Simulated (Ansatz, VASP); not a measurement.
**Si: VASP beside Ansatz**

The input INCAR:

```
PREC = Accurate
ENCUT = 520
EDIFF = 1E-7
ISMEAR = 0
SIGMA = 0.15
LREAL = False
LASPH = True
NELM = 60
ALGO = Normal
ISIF = 2
LWAVE = False
LCHARG = False
GGA = PS
NBANDS = 26
```

Contents of KPOINTS:

```
regular mesh
0
Gamma
  10 10 10
```

Contents of POSCAR:

```
Si
1.0
   -3.4892101217      3.4892101217      3.0928358519
    3.4892101217     -3.4892101217      3.0928358519
    3.4892101217      3.4892101217     -3.0928358519
Si
8
Direct
    0.2047947401      0.2047947401      0.2047947401
    0.5000000000      0.0000000000      0.2952052599
    0.2952052599      0.5000000000      0.0000000000
    0.0000000000      0.2952052599      0.5000000000
    0.7952052599      0.7952052599      0.7952052599
    0.5000000000      0.0000000000      0.7047947401
    0.7047947401      0.5000000000      0.0000000000
    0.0000000000      0.7047947401      0.5000000000
```

Input for Ansatz:

```yaml
crystal:
  lattice:
    - [-3.4892101217, 3.4892101217, 3.0928358519]
    - [3.4892101217, -3.4892101217, 3.0928358519]
    - [3.4892101217, 3.4892101217, -3.0928358519]
  atoms:
    - { symbol: Si, position: [0.2047947401, 0.2047947401, 0.2047947401] }
    - { symbol: Si, position: [0.5, 0.0, 0.2952052599] }
    - { symbol: Si, position: [0.2952052599, 0.5, 0.0] }
    - { symbol: Si, position: [0.0, 0.2952052599, 0.5] }
    - { symbol: Si, position: [0.7952052599, 0.7952052599, 0.7952052599] }
    - { symbol: Si, position: [0.5, 0.0, 0.7047947401] }
    - { symbol: Si, position: [0.7047947401, 0.5, 0.0] }
    - { symbol: Si, position: [0.0, 0.7047947401, 0.5] }
basis:
  ecutwfc: 420
kpoints:
  mp_grid: { grid: [10, 10, 10] }
hamiltonian:
  xc: pbesol
  pseudopotentials: { kind: paw, azcp: { folder: soft_1 } }
scf:
  occupations: { method: gaussian, width: 0.15 }
output:
  forces: true
  stress: true
  eigenvalues: true
```

Alike in both runs: task single point; functional PBEsol; k mesh 10 × 10 × 10; occupations gaussian, width 0.15 eV; no spin polarisation.

|  | VASP | Ansatz |
| --- | --- | --- |
| version | VASP 6.6.1 | Ansatz 0.2.0 |
| potentials or method | VASP PAW PBE potentials, release 64 (Si), cutoff 520 eV | scalar-relativistic, plane waves, PAW |
| valence electrons in the cell | 32 | 32 |

|  | VASP | Ansatz | Ansatz less VASP |
| --- | --- | --- | --- |
| gap on the k mesh at the Fermi level (eV) | none | none | - |
| pressure (GPa) | -3.8 | -3.9 | -0.11 |
| traceless stress, the component that is largest in VASP (GPa) | 9.13 | 9.13 | -0.003 |
| rms of the force components (eV/Å) | 0.401 | 0.398 | -0.0033 |

VASP's potentials were made for PBE, not for PBEsol, and Ansatz warns of the same on its side. Atom by atom the forces differ by 0.007 eV/Å (rms over components). A gap of «none» marks a metal or a gap that the smearing closes.
